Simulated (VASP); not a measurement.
A run of VASP 6.6.1 is set up as follows.

Contents of INCAR:

```
SYSTEM = HfO2
ALGO = Normal
EDIFF = 1E-7
ENCUT = 520
GGA = PE
ISIF = 2
ISMEAR = 0
LASPH = .TRUE.
LCHARG = .FALSE.
LREAL = .FALSE.
LWAVE = .FALSE.
NBANDS = 18
NELM = 60
PREC = Accurate
SIGMA = 0.05
```

KPOINTS

```
k-points
0
G
  8 8 8
  0 0 0
```

Contents of POSCAR:

```
HfO2
1.0
    0.0000000000      2.5488057606      2.5488057606
    2.5488057606      0.0000000000      2.5488057606
    2.5488057606      2.5488057606      0.0000000000
Hf O
1 2
Direct
    0.0000000000      0.0000000000      0.0000000000
    0.2647127728      0.2352872272      0.2647127728
    0.7647127728      0.7352872272      0.7647127728
```

Potentials or basis: VASP PAW PBE potentials, release 64 (Hf_pv, O).

Run with:

```sh
$ cat potpaw_PBE.64/Hf_pv/POTCAR potpaw_PBE.64/O/POTCAR > POTCAR
$ mpirun -np 1 vasp_std > vasp.out
```

What does it give for the pressure?

-3.0 GPa.

Predict the band gap on the k mesh.

3.76 eV, direct.

Forces in eV/Å, atoms in the order of the input:
```
Hf   0.000  0.345  0.000
O    0.000 -0.173  0.000
O    0.000 -0.173  0.000
```

Caveat: the cell differs from its parent crystal (all O atoms moved +0.075 Å, as atom 2 along Cartesian [0 1 0]); spin-orbit coupling is left out, which moves the levels of the heavy elements. A k mesh can miss the band edges.
